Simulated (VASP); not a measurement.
# AlN (P1) in VASP: notebook

AlN is run at these levels: PBEsol; tasks: single point.

Everything below comes from runs of VASP 6.6.1. Logs are shortened: lines on timing, memory, paths and dates and some standing lists are left out, and cuts for length are marked.

## 1. The cell of the first run

The typed cell holds 2 atoms: a = 3.095 Å, b = 3.095 Å, c = 3.095 Å, α = 60.00°, β = 60.00°, γ = 60.00°.

## 2. Single point, PBEsol (atoms displaced along several vibrational modes)

File INCAR:

```
SYSTEM = AlN
  PREC = Accurate
  ENCUT = 520
  EDIFF = 1E-6
  ISMEAR = 0
  SIGMA = 0.05
  LREAL = .False.
  LASPH = .True.
  NELM = 60
  ALGO = Normal
  ISIF = 2
  LWAVE = .False.
  LCHARG = .False.
  GGA = PS
  NBANDS = 11
```

File KPOINTS:

```
regular mesh
0
Gamma
  10 10 10
  0 0 0
```

File POSCAR:

```
AlN
1.0
    0.0000000000      2.1886566781      2.1886566781
    2.1886566781      0.0000000000      2.1886566781
    2.1886566781      2.1886566781      0.0000000000
Al N
1 1
Direct
   -0.0045066557      0.0090133114      0.0045066557
    0.7586811240      0.7326377520      0.7413188760
```

Potentials or basis: VASP PAW PBE potentials, release 64 (Al, N).

Command:

```bash
$ cat potpaw_PBE.64/Al/POTCAR potpaw_PBE.64/N/POTCAR > POTCAR
$ mpirun -np 1 vasp_std > vasp.out
```

OUTCAR:

```text
SYSTEM = AlN
   PREC = Accurate
   ENCUT = 520
   EDIFF = 1E-6
   ISMEAR = 0
   LREAL = .False.
   LASPH = .True.
   NELM = 60
   ISIF = 2
   GGA = PS

 ion  position               nearest neighbor table
   1  0.995  0.009  0.005-   2 1.83   2 1.86   2 1.93   2 1.96
   2  0.759  0.733  0.741-   1 1.83   1 1.86   1 1.93   1 1.96

  LATTYP: Found a face centered cubic cell.
 ALAT       =     4.3773133562

  Lattice vectors:

 A1 = (   0.0000000000,   2.1886566781,   2.1886566781)
 A2 = (   2.1886566781,   0.0000000000,   2.1886566781)
 A3 = (   2.1886566781,   2.1886566781,   0.0000000000)

Analysis of symmetry for initial positions (statically):
=====================================================================
 Subroutine PRICEL returns:
 Original cell was already a primitive cell.

 Routine SETGRP: Setting up the symmetry group for a
 face centered cubic supercell.

 Subroutine GETGRP returns: Found  1 space group operations
 (whereof  1 operations were pure point group operations)
 out of a pool of 48 trial point group operations.

The static configuration has the point symmetry C_1 .

Analysis of symmetry for dynamics (positions and initial velocities):
=====================================================================
 Subroutine PRICEL returns:
 Original cell was already a primitive cell.

 Routine SETGRP: Setting up the symmetry group for a
 face centered cubic supercell.

 Subroutine GETGRP returns: Found  1 space group operations
 (whereof  1 operations were pure point group operations)
 out of a pool of 48 trial point group operations.

The dynamic configuration has the point symmetry C_1 .

 Subroutine INISYM returns: Found  1 space group operations
 (whereof  1 operations are pure point group operations),
 and found     1 'primitive' translations

----------------------------------------------------------------------------------------

                                     Primitive cell

  volume of cell :      20.9683

  direct lattice vectors                    reciprocal lattice vectors
     0.000000000  2.188656678  2.188656678    -0.228450631  0.228450631  0.228450631
     2.188656678  0.000000000  2.188656678     0.228450631 -0.228450631  0.228450631
     2.188656678  2.188656678  0.000000000     0.228450631  0.228450631 -0.228450631

  length of vectors
     3.095227958  3.095227958  3.095227958     0.395688101  0.395688101  0.395688101

  position of ions in fractional coordinates (direct lattice)
     0.995493344  0.009013311  0.004506656
     0.758681124  0.732637752  0.741318876

  ion indices of the primitive-cell ions
   primitive index   ion index
                 1           1
                 2           2

----------------------------------------------------------------------------------------

 KPOINTS: regular mesh

Automatic generation of k-mesh.
 Grid dimensions read from file:
 generate k-points for:   10   10   10

 Generating k-lattice:

  Cartesian coordinates                     Fractional coordinates (reciprocal lattice)
    -0.022845063  0.022845063  0.022845063     0.100000000  0.000000000  0.000000000
     0.022845063 -0.022845063  0.022845063     0.000000000  0.100000000  0.000000000
     0.022845063  0.022845063 -0.022845063     0.000000000  0.000000000  0.100000000

  Length of vectors
     0.039568810  0.039568810  0.039568810

  Shift w.r.t. Gamma in fractional coordinates (k-lattice)
     0.000000000  0.000000000  0.000000000

 Subroutine IBZKPT returns following result:
 ===========================================

 Found    504 irreducible k-points:

 Following reciprocal coordinates:
            Coordinates               Weight
  0.000000  0.000000  0.000000      1.000000
  0.100000  0.000000  0.000000      2.000000
  0.000000  0.100000  0.000000      2.000000
  0.000000  0.000000  0.100000      2.000000
  0.100000  0.100000  0.100000      2.000000
  0.200000  0.000000  0.000000      2.000000
[... 16 lines left out ...]
  0.000000  0.100000  0.100000      2.000000
  0.100000  0.000000  0.100000      2.000000
 [... further k-points ...]
   k-points           NKPTS =    504   k-points in BZ     NKDIM =    504   number of bands    NBANDS=     11
   number of dos      NEDOS =    301   number of ions     NIONS =      2
   total plane-waves  NPLWV =  13824
   dimension x,y,z NGX =    24 NGY =   24 NGZ =   24
   dimension x,y,z NGXF=    48 NGYF=   48 NGZF=   48
   ions per type =               1   1
   NGX,Y,Z   is equivalent  to a cutoff of  12.89, 12.89, 12.89 a.u.
   NGXF,Y,Z  is equivalent  to a cutoff of  25.78, 25.78, 25.78 a.u.
 SYSTEM =  AlN
   PREC   = accura    normal or accurate (medium, high low for compatibility)
   ISTART =      0    job   : 0-new  1-cont  2-samecut
   ICHARG =      2    charge: 1-file 2-atom 10-const
   ISPIN  =      1    spin polarized calculation?
   LNONCOLLINEAR =      F non collinear calculations
   LSORBIT =      F    spin-orbit coupling
   LASPH  =      T    aspherical Exc in radial PAW
   ENCUT  =  520.0 eV  38.22 Ry    6.18 a.u.   5.76  5.76  5.76*2*pi/ulx,y,z
   NELM   =     60;   NELMIN=  2; NELMDL= -5     # of ELM steps
   EDIFF  = 0.1E-05   stopping-criterion for ELM
   LREAL  =      F    real-space projection
   EDIFFG = 0.1E-04   stopping-criterion for IOM
   NSW    =      0    number of steps for IOM
   IBRION =     -1    ionic relax: 0-MD 1-quasi-New 2-CG
   NFREE  =      0    steps in history (QN), initial steepest desc. (CG)
   ISIF   =      2    stress and relaxation
   ISYM   =      2    0-nonsym 1-usesym 2-fastsym
   POTIM  = 0.5000    time-step for ionic-motion
   TEBEG  =    0.0;   TEEND  =   0.0 temperature during run
   PSTRESS=    0.0 pullay stress
   NELECT =       8.0000    total number of electrons
   NUPDOWN=      -1.0000    fix difference up-down
   EMIN   =  10.00;   EMAX   =-10.00  energy-range for DOS
   EFERMI =   0.00;   METHOD = LEGACY
   ISMEAR =     0;   SIGMA  =   0.05  broadening in eV -4-tet -1-fermi 0-gaus
   EFERMI_NEDOS =   21; number of points for ismear=-14 and -15
   IALGO  =     38    algorithm
   IMIX   =      4    mixing-type and parameters
     AMIX     =   0.40;   BMIX     =  1.00
     AMIX_MAG =   1.60;   BMIX_MAG =  1.00
  volume/ion in A,a.u.               =      10.48        70.75
  Fermi-wavevector in a.u.,A,eV,Ry     =   1.187364  2.243792 19.181944  1.409833
  Thomas-Fermi vector in A             =   2.323517
   LORBIT       =      0    0 simple, 1 ext, 2 COOP (PROOUT), +10 PAW based schemes
   GGA     = PS    functional components
   LHFCALC =     F    Hartree Fock is set to
   AEXX    =    0.0000 exact exchange contribution
   IVDW    =     0    specifies the selected vdW correction
   LEPSILON=     F    determine dielectric tensor
   LRPA    =     F    only Hartree local field effects (RPA)
 non-spin polarized calculation
 Gauss-broadening in eV      SIGMA  =   0.05
  energy-cutoff  :      520.00
  volume of cell :       20.97
 maximum number of plane-waves:       588
   NGX = 11   NGY = 11   NGZ = 11

 number of electron       8.0000000 magnetization

 Free energy of the ion-electron system (eV)
  ---------------------------------------------------
  ext. energy  EPLUGINS =         0.00000000
  ---------------------------------------------------
  free energy    TOTEN  =       -15.55137262 eV

  energy without entropy =      -15.55137262  energy(sigma->0) =      -15.55137262

 E-fermi :   6.2912     XC(G=0): -11.1001

 val. band max:        6.0473538809   @ k =   0.0000   0.0000   0.0000
 cond. band min:       8.9938181413   @ k =   0.5000   0.0000   0.5000
 fundamental gap:      2.9464642603
 Fermi energy:         6.2911947417

 k-point     1 :       0.0000    0.0000    0.0000
  band No.  band energies     occupation
      1      -9.1062      2.00000
      2       5.5705      2.00000
      3       5.8200      2.00000
      4       6.0474      2.00000
      5       9.8754      0.00000
      6      18.1973      0.00000
      7      18.2278      0.00000
      8      18.2572      0.00000
      9      23.2875      0.00000
     10      23.3380      0.00000
     11      24.3537      0.00000

 k-point     2 :       0.1000    0.0000    0.0000
  band No.  band energies     occupation
      1      -8.9598      2.00000
      2       5.0526      2.00000
      3       5.5325      2.00000
      4       5.9117      2.00000
      5      10.5598      0.00000
      6      17.7541      0.00000
      7      18.3560      0.00000
      8      18.4197      0.00000
      9      22.1077      0.00000
     10      22.1486      0.00000
     11      23.7890      0.00000

 k-point     3 :       0.0000    0.1000    0.0000
  band No.  band energies     occupation
      1      -8.9587      2.00000
      2       4.8201      2.00000
      3       5.7428      2.00000
      4       5.9894      2.00000
      5      10.5033      0.00000
      6      17.8137      0.00000
      7      18.3460      0.00000
      8      18.4406      0.00000
      9      21.9535      0.00000
     10      22.0114      0.00000
     11      24.0729      0.00000

 k-point     4 :       0.0000    0.0000    0.1000
  band No.  band energies     occupation
      1      -8.9591      2.00000
      2       4.8881      2.00000
      3       5.6589      2.00000
      4       5.9875      2.00000
      5      10.5214      0.00000
      6      17.7721      0.00000
      7      18.3238      0.00000
      8      18.4814      0.00000
      9      21.9965      0.00000
     10      22.0699      0.00000
     11      23.9789      0.00000

 k-point     5 :       0.1000    0.1000    0.1000
  band No.  band energies     occupation
      1      -8.9602      2.00000
      2       5.1381      2.00000
      3       5.5309      2.00000
      4       5.8079      2.00000
      5      10.5799      0.00000
      6      17.7809      0.00000
      7      18.3304      0.00000
      8      18.3935      0.00000
      9      22.1593      0.00000
     10      22.1861      0.00000
     11      23.7051      0.00000
[... 211 lines left out ...]
 k-point    21 :       0.5000    0.5000    0.5000
  band No.  band energies     occupation
      1      -7.0597      2.00000
      2       0.0219      2.00000
      3       5.1145      2.00000
      4       5.3642      2.00000
      5      13.0925      0.00000
      6      15.5810      0.00000
      7      16.6950      0.00000
      8      16.8634      0.00000
      9      23.4860      0.00000
     10      25.5605      0.00000
     11      25.8872      0.00000

 k-point    22 :       0.1000    0.1000    0.0000
  band No.  band energies     occupation
      1      -8.9107      2.00000
      2       4.9390      2.00000
      3       5.5683      2.00000
      4       5.7161      2.00000
      5      10.7383      0.00000
      6      17.5433      0.00000
      7      18.4932      0.00000
      8      18.5763      0.00000
      9      20.3084      0.00000
     10      23.6297      0.00000
     11      25.2043      0.00000

 k-point    23 :       0.0000    0.1000    0.1000
  band No.  band energies     occupation
      1      -8.9107      2.00000
      2       5.0056      2.00000
      3       5.3917      2.00000
      4       5.8204      2.00000
      5      10.7431      0.00000
      6      17.6006      0.00000
      7      18.4920      0.00000
      8      18.5218      0.00000
      9      20.3181      0.00000
     10      23.6419      0.00000
     11      24.9730      0.00000

 k-point    24 :       0.1000    0.0000    0.1000
  band No.  band energies     occupation
      1      -8.9107      2.00000
      2       4.9324      2.00000
      3       5.6119      2.00000
      4       5.6798      2.00000
      5      10.7377      0.00000
      6      17.5368      0.00000
      7      18.4925      0.00000
      8      18.5832      0.00000
      9      20.3072      0.00000
     10      23.6281      0.00000
     11      25.2698      0.00000

 [... further k-points ...]
[... 5 lines left out ...]
  --------------------------------------------------------------------------------------
  -------------------------------------------------------------------------------------
  Total        0.0182341      0.2076331      0.1856510     -0.2703413     -0.7944127      0.0949496
  in kB        1.3932591     15.8651539     14.1855078    -20.6566562    -60.7007173      7.2550556
  external PRESSURE =      10.4813069 kB  Pullay stress =       0.0000000 kB

 VOLUME and BASIS-vectors are now :
 -----------------------------------------------------------------------------
  energy-cutoff  :      520.00
  volume of cell :       20.97
      direct lattice vectors                 reciprocal lattice vectors
     0.000000000  2.188656678  2.188656678    -0.228450631  0.228450631  0.228450631
     2.188656678  0.000000000  2.188656678     0.228450631 -0.228450631  0.228450631
     2.188656678  2.188656678  0.000000000     0.228450631  0.228450631 -0.228450631

 POSITION                                       TOTAL-FORCE (eV/Angst)
 -----------------------------------------------------------------------------------
      0.02959      2.18866      2.19852        -1.242808      0.152448     -0.429578
      3.22599      3.28299      3.26399         1.242808     -0.152448      0.429578
 -----------------------------------------------------------------------------------
    total drift:                                0.000030      0.000003     -0.000057

  FREE ENERGIE OF THE ION-ELECTRON SYSTEM (eV)
  ---------------------------------------------------
  free  energy   TOTEN  =       -15.5513726185 eV

  energy  without entropy=      -15.5513726185  energy(sigma->0) =      -15.55137262
```

It took 3 min on 1 thread of AMD EPYC 7R13, shared host; peak memory 0.2 GiB.

Results:

* Free energy: -15.5514 eV
* Pressure: 1.0 GPa
* Largest force: 1.324 eV/Å
* Band gap on the k mesh: 2.95 eV (least direct gap 3.83 eV)

Forces on the atoms (eV/Å):
```
Al  -1.243  0.152 -0.430
N    1.243 -0.152  0.430
```

Caveat: the cell differs from its parent crystal (atoms displaced along several vibrational modes); the PAW data sets were made with another functional, which shifts forces and pressure a little.

(Continued in part 2 of 2.)
